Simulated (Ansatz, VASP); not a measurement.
# SnO2 in VASP and in Ansatz

INCAR

```
SYSTEM = SnO2
PREC = Accurate
ENCUT = 520
EDIFF = 1E-6
ISMEAR = 0
SIGMA = 0.05
LREAL = .FALSE.
LASPH = .TRUE.
NELM = 100
ALGO = Normal
ISIF = 2
LWAVE = .FALSE.
LCHARG = .FALSE.
GGA = PS
NBANDS = 35
```

File KPOINTS:

```
regular mesh
0
G
  6 6 8
  0 0 0
```

File POSCAR:

```
SnO2
1.0
    4.7687243422      0.0000000000      0.0000000000
    0.0000000000      4.7687243422      0.0000000000
    0.0000000000      0.0000000000      3.2113691866
Sn O
2 4
Direct
    0.0000000000      0.0000000000     -0.0669496366
    0.5000000000      0.5000000000      0.5669496366
    0.2397944558      0.3728016790      0.0384145629
    0.2602055442      0.8728016790      0.4615854371
    0.7602055442      0.6271983210      0.0384145629
    0.7397944558      0.1271983210      0.4615854371
```

Input for Ansatz:

```yaml
crystal:
  lattice:
    - [4.7687243422, 0.0, 0.0]
    - [0.0, 4.7687243422, 0.0]
    - [0.0, 0.0, 3.2113691866]
  atoms:
    - { symbol: Sn, position: [0.0, 0.0, -0.0669496366] }
    - { symbol: Sn, position: [0.5, 0.5, 0.5669496366] }
    - { symbol: O, position: [0.2397944558, 0.372801679, 0.0384145629] }
    - { symbol: O, position: [0.2602055442, 0.872801679, 0.4615854371] }
    - { symbol: O, position: [0.7602055442, 0.627198321, 0.0384145629] }
    - { symbol: O, position: [0.7397944558, 0.127198321, 0.4615854371] }
basis:
  ecutwfc: 520.0
kpoints:
  mp_grid: { grid: [6, 6, 8] }
hamiltonian:
  xc: pbesol
  pseudopotentials: { kind: paw, azcp: { folder: soft_1 } }
scf:
  occupations: { method: gaussian, width: 0.05 }
output:
  forces: true
  stress: true
  eigenvalues: true
```

Change from the starting cell: mode 4 frozen in at -0.449 Å and mode 5 at -0.215 Å (largest displacements).

Alike in both runs: task single point; functional PBEsol; k mesh 6 × 6 × 8; occupations gaussian, width 0.05 eV; no spin polarisation.

```csv
,VASP,Ansatz
version,VASP 6.6.1,Ansatz 0.2.0
potentials or method,"VASP PAW PBE potentials, release 64 (Sn_d, O), cutoff 520 eV","scalar-relativistic, plane waves, PAW"
valence electrons in the cell,52,52
```

|  | VASP | Ansatz | Ansatz less VASP |
| --- | --- | --- | --- |
| gap on the k mesh at the Fermi level (eV) | 0.80 | 0.81 | +0.011 |
| least direct gap on the mesh (eV) | 0.81 | 0.82 | +0.010 |
| pressure (GPa) | -5.7 | -6.4 | -0.63 |
| traceless stress, the component that is largest in VASP (GPa) | -2.23 | -2.45 | -0.212 |
| rms of the force components (eV/Å) | 0.705 | 0.704 | -0.0010 |

VASP's potentials were made for PBE, not for PBEsol, and Ansatz warns of the same on its side. Atom by atom the forces differ by 0.021 eV/Å (rms over components). The functional is the same, so the differences come from potentials, cutoffs and numerics.
